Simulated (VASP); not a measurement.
# Au (P6_3/mmc) in VASP: further runs

The runs below take Au through single point, with PBEsol.

Program: VASP 6.6.1. These are calculated values, not measurements. Logs are shortened: lines on timing, memory, paths and dates and some standing lists are left out, and cuts for length are marked.

**1. The cell of the first run**

Symmetry: P6_3/mmc, No. 194, hexagonal system. The conventional cell has a = 2.900 Å, b = 2.900 Å, c = 4.807 Å, α = 90.00°, β = 90.00°, γ = 120.00°. Within 3.8 Å of Au (site symmetry -6m2) lie 12 Au at 2.90 to 2.93 Å.

This isn't the form of Au at room conditions, which is fcc.

**2. Single point, PBEsol (strain +0.000 along x and y, -0.015 along z)**

INCAR

```
SYSTEM = Au
PREC = Accurate
ENCUT = 520
EDIFF = 1E-6
ISMEAR = 0
SIGMA = 0.15
LREAL = .False.
LASPH = .True.
NELM = 60
ALGO = Fast
ISIF = 2
LWAVE = .False.
LCHARG = .False.
GGA = PS
NBANDS = 18
```

KPOINTS

```
Automatic mesh
0
Gamma
  18 18 10
  0 0 0
```

POSCAR

```
Au
1.0
    2.8999984104      0.0000000000      0.0000000000
   -1.4499992052      2.5114722944      0.0000000000
    0.0000000000      0.0000000000      4.8068000000
Au
2
Direct
    0.3333333333      0.6666666667      0.7500000000
    0.6666666667      0.3333333333      0.2500000000
```

Potentials or basis: VASP PAW PBE potentials, release 64 (Au).

Started as:

```sh
$ cat potpaw_PBE.64/Au/POTCAR > POTCAR
$ mpirun -np 1 vasp_std > vasp.out
```

OUTCAR:

```text
SYSTEM = Au
   PREC = Accurate
   ENCUT = 520
   EDIFF = 1E-6
   ISMEAR = 0
   LREAL = .False.
   LASPH = .True.
   NELM = 60
   ISIF = 2
   GGA = PS

 ion  position               nearest neighbor table
   1  0.333  0.667  0.750-   2 2.93   2 2.93   2 2.93   2 2.93   2 2.93   2 2.93
   2  0.667  0.333  0.250-   1 2.93   1 2.93   1 2.93   1 2.93   1 2.93   1 2.93

  LATTYP: Found a hexagonal cell.
 ALAT       =     2.8999984104
 C/A-ratio  =     1.6575181499

  Lattice vectors:

 A1 = (   2.8999984104,   0.0000000000,   0.0000000000)
 A2 = (  -1.4499992052,   2.5114722944,   0.0000000000)
 A3 = (   0.0000000000,   0.0000000000,   4.8068000000)

Analysis of symmetry for initial positions (statically):
=====================================================================
 Subroutine PRICEL returns:
 Original cell was already a primitive cell.

 Routine SETGRP: Setting up the symmetry group for a
 hexagonal supercell.

 Subroutine GETGRP returns: Found 24 space group operations
 (whereof 12 operations were pure point group operations)
 out of a pool of 24 trial point group operations.

The static configuration has the point symmetry D_3d.
 The point group associated with its full space group is D_6h.

Analysis of symmetry for dynamics (positions and initial velocities):
=====================================================================
 Subroutine PRICEL returns:
 Original cell was already a primitive cell.

 Routine SETGRP: Setting up the symmetry group for a
 hexagonal supercell.

 Subroutine GETGRP returns: Found 24 space group operations
 (whereof 12 operations were pure point group operations)
 out of a pool of 24 trial point group operations.

The dynamic configuration has the point symmetry D_3d.
 The point group associated with its full space group is D_6h.

 Subroutine INISYM returns: Found 24 space group operations
 (whereof 12 operations are pure point group operations),
 and found     1 'primitive' translations

----------------------------------------------------------------------------------------

                                     Primitive cell

  volume of cell :      35.0092

  direct lattice vectors                    reciprocal lattice vectors
     2.899998410  0.000000000  0.000000000     0.344827775  0.199086409  0.000000000
    -1.449999205  2.511472294  0.000000000     0.000000000  0.398172818  0.000000000
     0.000000000  0.000000000  4.806800000     0.000000000  0.000000000  0.208038612

  length of vectors
     2.899998410  2.899998410  4.806800000     0.398172818  0.398172818  0.208038612

  position of ions in fractional coordinates (direct lattice)
     0.333333333  0.666666667  0.750000000
     0.666666667  0.333333333  0.250000000

  ion indices of the primitive-cell ions
   primitive index   ion index
                 1           1
                 2           2

----------------------------------------------------------------------------------------

 KPOINTS: Automatic mesh

Automatic generation of k-mesh.
 Grid dimensions read from file:
 generate k-points for:   18   18   10

 Generating k-lattice:

  Cartesian coordinates                     Fractional coordinates (reciprocal lattice)
     0.019157099  0.011060356  0.000000000     0.055555556  0.000000000  0.000000000
     0.000000000  0.022120712  0.000000000     0.000000000  0.055555556  0.000000000
     0.000000000  0.000000000  0.020803861     0.000000000  0.000000000  0.100000000

  Length of vectors
     0.022120712  0.022120712  0.020803861

  Shift w.r.t. Gamma in fractional coordinates (k-lattice)
     0.000000000  0.000000000  0.000000000

 Subroutine IBZKPT returns following result:
 ===========================================

 Found    222 irreducible k-points:

 Following reciprocal coordinates:
            Coordinates               Weight
  0.000000  0.000000  0.000000      1.000000
  0.055556 -0.000000  0.000000      6.000000
  0.111111 -0.000000  0.000000      6.000000
  0.166667 -0.000000  0.000000      6.000000
  0.222222 -0.000000  0.000000      6.000000
  0.277778 -0.000000  0.000000      6.000000
[... 16 lines left out ...]
  0.333333  0.111111  0.000000     12.000000
  0.388889  0.111111  0.000000     12.000000
 [... further k-points ...]
   k-points           NKPTS =    222   k-points in BZ     NKDIM =    222   number of bands    NBANDS=     18
   number of dos      NEDOS =    301   number of ions     NIONS =      2
   total plane-waves  NPLWV =  20736
   dimension x,y,z NGX =    24 NGY =   24 NGZ =   36
   dimension x,y,z NGXF=    48 NGYF=   48 NGZF=   72
   ions per type =               2
   NGX,Y,Z   is equivalent  to a cutoff of  13.76, 13.76, 12.45 a.u.
   NGXF,Y,Z  is equivalent  to a cutoff of  27.52, 27.52, 24.90 a.u.
 SYSTEM =  Au
   PREC   = accura    normal or accurate (medium, high low for compatibility)
   ISTART =      0    job   : 0-new  1-cont  2-samecut
   ICHARG =      2    charge: 1-file 2-atom 10-const
   ISPIN  =      1    spin polarized calculation?
   LNONCOLLINEAR =      F non collinear calculations
   LSORBIT =      F    spin-orbit coupling
   LASPH  =      T    aspherical Exc in radial PAW
   ENCUT  =  520.0 eV  38.22 Ry    6.18 a.u.   5.39  5.39  8.94*2*pi/ulx,y,z
   NELM   =     60;   NELMIN=  2; NELMDL= -5     # of ELM steps
   EDIFF  = 0.1E-05   stopping-criterion for ELM
   LREAL  =      F    real-space projection
   EDIFFG = 0.1E-04   stopping-criterion for IOM
   NSW    =      0    number of steps for IOM
   IBRION =     -1    ionic relax: 0-MD 1-quasi-New 2-CG
   NFREE  =      0    steps in history (QN), initial steepest desc. (CG)
   ISIF   =      2    stress and relaxation
   ISYM   =      2    0-nonsym 1-usesym 2-fastsym
   POTIM  = 0.5000    time-step for ionic-motion
   TEBEG  =    0.0;   TEEND  =   0.0 temperature during run
   PSTRESS=    0.0 pullay stress
   NELECT =      22.0000    total number of electrons
   NUPDOWN=      -1.0000    fix difference up-down
   EMIN   =  10.00;   EMAX   =-10.00  energy-range for DOS
   EFERMI =   0.00;   METHOD = LEGACY
   ISMEAR =     0;   SIGMA  =   0.15  broadening in eV -4-tet -1-fermi 0-gaus
   EFERMI_NEDOS =   21; number of points for ismear=-14 and -15
   IALGO  =     68    algorithm
   IMIX   =      4    mixing-type and parameters
     AMIX     =   0.40;   BMIX     =  1.00
     AMIX_MAG =   1.60;   BMIX_MAG =  1.00
  volume/ion in A,a.u.               =      17.50       118.13
  Fermi-wavevector in a.u.,A,eV,Ry     =   1.402238  2.649845 26.752737  1.966271
  Thomas-Fermi vector in A             =   2.525019
   LORBIT       =      0    0 simple, 1 ext, 2 COOP (PROOUT), +10 PAW based schemes
   GGA     = PS    functional components
   LHFCALC =     F    Hartree Fock is set to
   AEXX    =    0.0000 exact exchange contribution
   IVDW    =     0    specifies the selected vdW correction
   LEPSILON=     F    determine dielectric tensor
   LRPA    =     F    only Hartree local field effects (RPA)
 non-spin polarized calculation
 RMM-DIIS sequential band-by-band and
 Gauss-broadening in eV      SIGMA  =   0.15
  energy-cutoff  :      520.00
  volume of cell :       35.01
 maximum number of plane-waves:       966
 NGX is ok and might be reduce to    24
   NGX = 11   NGY = 11   NGZ = 17

 number of electron      22.0000006 magnetization

 Free energy of the ion-electron system (eV)
  ---------------------------------------------------
  ext. energy  EPLUGINS =         0.00000000
  ---------------------------------------------------
  free energy    TOTEN  =        -7.81771556 eV

  energy without entropy =       -7.80808008  energy(sigma->0) =       -7.81289782

 E-fermi :   8.7729     XC(G=0): -12.7263

 val. band max:        8.7621557574   @ k =   0.1111   0.1111   0.2000
 cond. band min:       8.7747249667   @ k =   0.4444   0.0556   0.2000
 fundamental gap:      0.0125692092
 Fermi energy:         8.7729339250

 k-point     1 :       0.0000    0.0000    0.0000
  band No.  band energies     occupation
      1      -0.8031      2.00000
      2       1.6967      2.00000
      3       4.1999      2.00000
      4       4.4051      2.00000
      5       4.4051      2.00000
      6       4.7202      2.00000
[... 10 lines left out ...]
     17      26.8359      0.00000
     18      26.8359      0.00000

 k-point     2 :       0.0556   -0.0000    0.0000
  band No.  band energies     occupation
      1      -0.7081      2.00000
      2       1.7744      2.00000
      3       4.1452      2.00000
      4       4.4529      2.00000
      5       4.4676      2.00000
      6       4.6868      2.00000
[... 10 lines left out ...]
     17      26.2903      0.00000
     18      26.4669      0.00000

 k-point     3 :       0.1111   -0.0000    0.0000
  band No.  band energies     occupation
      1      -0.4292      2.00000
      2       1.9931      2.00000
      3       4.0162      2.00000
      4       4.5273      2.00000
      5       4.6498      2.00000
      6       4.6514      2.00000
[... 10 lines left out ...]
     17      25.1834      0.00000
     18      26.6513      0.00000

 k-point     4 :       0.1667   -0.0000    0.0000
  band No.  band energies     occupation
      1       0.0139      2.00000
      2       2.2968      2.00000
      3       3.8776      2.00000
      4       4.4231      2.00000
      5       4.5481      2.00000
      6       4.8457      2.00000
[... 10 lines left out ...]
     17      25.4988      0.00000
     18      26.0708      0.00000

 k-point     5 :       0.2222   -0.0000    0.0000
  band No.  band energies     occupation
      1       0.5796      2.00000
      2       2.5524      2.00000
      3       3.8455      2.00000
      4       4.0340      2.00000
      5       4.3089      2.00000
      6       4.8537      2.00000
[... 10 lines left out ...]
     17      25.3916      0.00000
     18      25.9220      0.00000

 k-point     6 :       0.2778   -0.0000    0.0000
  band No.  band energies     occupation
      1       1.1872      2.00000
      2       2.6025      2.00000
      3       3.5745      2.00000
      4       4.0140      2.00000
      5       4.3073      2.00000
      6       4.6941      2.00000
[... 10 lines left out ...]
     17      23.6608      0.00000
     18      25.4393      0.00000

 k-point     7 :       0.3333   -0.0000    0.0000
  band No.  band energies     occupation
      1       1.7061      2.00000
      2       2.4981      2.00000
      3       3.2037      2.00000
      4       4.2426      2.00000
      5       4.5399      2.00000
      6       4.5549      2.00000
[... 10 lines left out ...]
     17      22.4952      0.00000
     18      24.7147      0.00000

 k-point     8 :       0.3889   -0.0000    0.0000
  band No.  band energies     occupation
      1       2.0232      2.00000
      2       2.3662      2.00000
      3       2.9336      2.00000
      4       4.4476      2.00000
      5       4.5243      2.00000
      6       4.7142      2.00000
[... 10 lines left out ...]
     17      21.5281      0.00000
     18      24.0978      0.00000
[... 229 lines left out ...]
     17      25.8278      0.00000
     18      26.1157      0.00000

 k-point    20 :       0.1667    0.1111    0.0000
  band No.  band energies     occupation
      1       0.8296      2.00000
      2       2.7672      2.00000
      3       3.6206      2.00000
      4       3.9329      2.00000
      5       4.3424      2.00000
      6       4.5885      2.00000
[... 10 lines left out ...]
     17      25.8063      0.00000
     18      25.9475      0.00000

 k-point    21 :       0.2222    0.1111    0.0000
  band No.  band energies     occupation
      1       1.4375      2.00000
      2       2.8448      2.00000
      3       3.5262      2.00000
      4       3.7012      2.00000
      5       4.3556      2.00000
      6       4.4485      2.00000
[... 10 lines left out ...]
     17      24.0141      0.00000
     18      25.1278      0.00000

 k-point    22 :       0.2778    0.1111    0.0000
  band No.  band energies     occupation
      1       1.9667      2.00000
      2       2.7295      2.00000
      3       3.1932      2.00000
      4       3.9651      2.00000
      5       4.3513      2.00000
      6       4.5190      2.00000
[... 10 lines left out ...]
     17      22.6352      0.00000
     18      24.3283      0.00000

 k-point    23 :       0.3333    0.1111    0.0000
  band No.  band energies     occupation
      1       2.2876      2.00000
      2       2.5890      2.00000
      3       2.9487      2.00000
      4       4.2993      2.00000
      5       4.3289      2.00000
      6       4.7445      2.00000
[... 10 lines left out ...]
     17      21.6922      0.00000
     18      23.7151      0.00000

 k-point    24 :       0.3889    0.1111    0.0000
  band No.  band energies     occupation
      1       2.4159      2.00000
      2       2.4903      2.00000
      3       2.7996      2.00000
      4       4.2862      2.00000
      5       4.6260      2.00000
      6       4.6856      2.00000
[... 10 lines left out ...]
     17      20.8659      0.00000
     18      23.3534      0.00000

 [... further k-points ...]
[... 5 lines left out ...]
  --------------------------------------------------------------------------------------
  -------------------------------------------------------------------------------------
  Total       -1.0548003     -1.0548003     -0.8704752      0.0000000      0.0000000      0.0000000
  in kB      -48.2723714    -48.2723714    -39.8368328      0.0000000      0.0000000      0.0000000
  external PRESSURE =     -45.4605252 kB  Pullay stress =       0.0000000 kB

 VOLUME and BASIS-vectors are now :
 -----------------------------------------------------------------------------
  energy-cutoff  :      520.00
  volume of cell :       35.01
      direct lattice vectors                 reciprocal lattice vectors
     2.899998410  0.000000000  0.000000000     0.344827775  0.199086409  0.000000000
    -1.449999205  2.511472294  0.000000000     0.000000000  0.398172818  0.000000000
     0.000000000  0.000000000  4.806800000     0.000000000  0.000000000  0.208038612

 POSITION                                       TOTAL-FORCE (eV/Angst)
 -----------------------------------------------------------------------------------
     -0.00000      1.67431      3.60510         0.000000      0.000000      0.000000
      1.45000      0.83716      1.20170        -0.000000     -0.000000      0.000000
 -----------------------------------------------------------------------------------
    total drift:                               -0.000000      0.000000     -0.000000

  FREE ENERGIE OF THE ION-ELECTRON SYSTEM (eV)
  ---------------------------------------------------
  free  energy   TOTEN  =        -7.8177155625 eV

  energy  without entropy=       -7.8080800798  energy(sigma->0) =       -7.81289782
```

Wall time 1.8 min (1 thread of Intel Xeon 8259CL, shared host); peak memory 0.24 GiB.

What came out:

```
Free energy            : -7.8177 eV
Pressure               : -4.5 GPa
Band gap on the k mesh : zero (bands 11 and 12 overlap by 6.70 eV)
```

Stress tensor (GPa, compression positive):
```
-4.83  0.00  0.00
 0.00 -4.83  0.00
 0.00  0.00 -3.98
```

Caveat: the cell differs from its parent crystal (strain +0.000 along x and y, -0.015 along z); the cell stands under tension; the PAW data sets were made with another functional, which shifts forces and pressure a little; spin-orbit coupling is left out, which moves the levels of the heavy elements.

**3. Single point, PBEsol (strain -0.015 along x and y, +0.015 along z)**

INCAR

```
PREC = Accurate
ENCUT = 520
EDIFF = 1E-6
ISMEAR = 0
SIGMA = 0.15
LREAL = False
LASPH = True
NELM = 60
ALGO = Fast
ISIF = 2
LWAVE = False
LCHARG = True
GGA = PS
LELF = True
LVHAR = True
NBANDS = 18
```

KPOINTS

```
regular mesh
0
Gamma
  18 18 10
```

POSCAR

```
Au
1.0
    2.8564984343      0.0000000000      0.0000000000
   -1.4282492171      2.4738002100      0.0000000000
    0.0000000000      0.0000000000      4.9532000000
Au
2
Direct
    0.3333333333      0.6666666667      0.7500000000
    0.6666666667      0.3333333333      0.2500000000
```

Potentials or basis: VASP PAW PBE potentials, release 64 (Au).

Started as:

```sh
$ cat potpaw_PBE.64/Au/POTCAR > POTCAR
$ mpirun -np 1 vasp_std > vasp.out
```

Run time: 2 min. Hardware: 1 thread of Intel Xeon 8259CL, shared host; peak memory 0.25 GiB.

Results (log left out):

```
Free energy            : -7.8146 eV
Pressure               : -4.1 GPa
Band gap on the k mesh : zero (bands 11 and 12 overlap by 6.78 eV)
```

Stress tensor (GPa, compression positive):
```
-3.46  0.00  0.00
 0.00 -3.46  0.00
 0.00  0.00 -5.42
```

Levels at points of the mesh, in eV from the Fermi level:
```csv
k point,band 7,band 8,band 9,band 10,band 11,band 12,band 13,band 14,band 15,band 16
"(0.00, 0.00, 0.00)",-4.21,-3.32,-3.32,-2.16,-2.16,-1.30,2.14,14.74,15.06,16.71
"(0.50, 0.00, 0.00)",-3.54,-2.01,-1.75,-1.60,0.42,1.65,5.44,6.98,6.98,10.60
"(0.00, 0.00, 0.50)",-4.48,-4.48,-2.58,-2.58,-2.58,-2.58,9.71,9.71,15.04,15.04
"(0.50, 0.00, 0.50)",-2.40,-2.40,-1.66,-1.66,0.48,0.48,3.90,3.90,12.61,12.61
```

Caveat: the cell differs from its parent crystal (strain -0.015 along x and y, +0.015 along z); the cell stands under tension; the PAW data sets were made with another functional, which shifts forces and pressure a little; spin-orbit coupling is left out, which moves the levels of the heavy elements.
